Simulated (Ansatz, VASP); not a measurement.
# Al in VASP and in Ansatz

```xyz
1
Lattice="0.0000 2.0977 2.0977 2.0977 0.0000 2.0977 2.0977 2.0977 0.0000" Properties=species:S:1:pos:R:3 pbc="T T T"
Al    0.0000    0.0000    0.0000
```

Alike in both runs: task single point; functional PBE; k mesh 22 × 22 × 22; occupations fermi-dirac, width 0.1 eV; no spin polarisation.

|  | VASP | Ansatz |
| --- | --- | --- |
| version | VASP 6.6.1 | Ansatz 0.2.0 |
| potentials or method | VASP PAW PBE potentials, release 64 (Al), cutoff 520 eV | plane waves (420 eV) with PAW, scalar-relativistic |
| valence electrons in the cell | 3 | 3 |

|  | VASP | Ansatz | Ansatz less VASP |
| --- | --- | --- | --- |
| pressure (GPa) | -6.7 | -6.7 | +0.03 |

The functional is the same, so the differences come from potentials, cutoffs and numerics.
